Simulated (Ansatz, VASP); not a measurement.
# B: VASP beside Ansatz

Contents of INCAR:

```
SYSTEM = B
PREC = Accurate
ENCUT = 520
EDIFF = 1E-8
ISMEAR = -1
SIGMA = 0.08
LREAL = .False.
LASPH = .True.
NELM = 100
ALGO = Normal
ISIF = 2
LWAVE = .False.
LCHARG = .False.
GGA = PE
LEFG = .True.
NBANDS = 8
```

The input KPOINTS:

```
regular mesh
0
Gamma
  18 18 18
  0 0 0
```

The input POSCAR:

```
B
1.0
   -1.1538004910      1.1538004910      1.1538004910
    1.1538004910     -1.1538004910      1.1538004910
    1.1538004910      1.1538004910     -1.1538004910
B
1
Direct
    0.0000000000      0.0000000000      0.0000000000
```

Input for Ansatz:

```yaml
crystal:
  lattice:
    - [-1.153800491, 1.153800491, 1.153800491]
    - [1.153800491, -1.153800491, 1.153800491]
    - [1.153800491, 1.153800491, -1.153800491]
  atoms:
    - { symbol: B, position: [0.0, 0.0, 0.0] }
kpoints:
  mp_grid: { grid: [18, 18, 18] }
  band_path:
    path:
      - [0.0, 0.0, 0.0]
      - [0.5, -0.5, 0.5]
      - [0.0, 0.0, 0.5]
      - [0.0, 0.0, 0.0]
      - [0.25, 0.25, 0.25]
      - [0.5, -0.5, 0.5]
      - [0.25, 0.25, 0.25]
      - [0.0, 0.0, 0.5]
    npoints: 14
scf:
  occupations: { method: fermi_dirac, width: 0.08 }
hamiltonian:
  xc: pbe
  pseudopotentials: { kind: paw }
output:
  forces: true
  stress: true
  eigenvalues: true
  efg: { contact_densities: true }
  populations: true
  bader: true
  dos: { projected: true, de: 0.2, e_range: [-14, 8] }
  write_density: true
  write_potential: true
  elf: true
  volumetric_format: npy
```

Alike in both runs: task electric field gradients; functional PBE; k mesh 18 × 18 × 18; occupations fermi-dirac, width 0.08 eV; no spin polarisation.

|  | VASP | Ansatz |
| --- | --- | --- |
| version | VASP 6.6.1 | Ansatz 0.2.0 |
| potentials or method | VASP PAW PBE potentials, release 64 (B) | PAW with Ansatz's default frozen-core files, scalar-relativistic |
| plane-wave cutoff (eV) | 520 | 420 |
| valence electrons in the cell | 3 | 3 |

Ansatz gave:

| Item | Value |
| --- | --- |
| pressure (GPa) | 0.0 |

Problem. What did VASP give for the same quantities?

Solution. Pressure (GPa): -0.1.
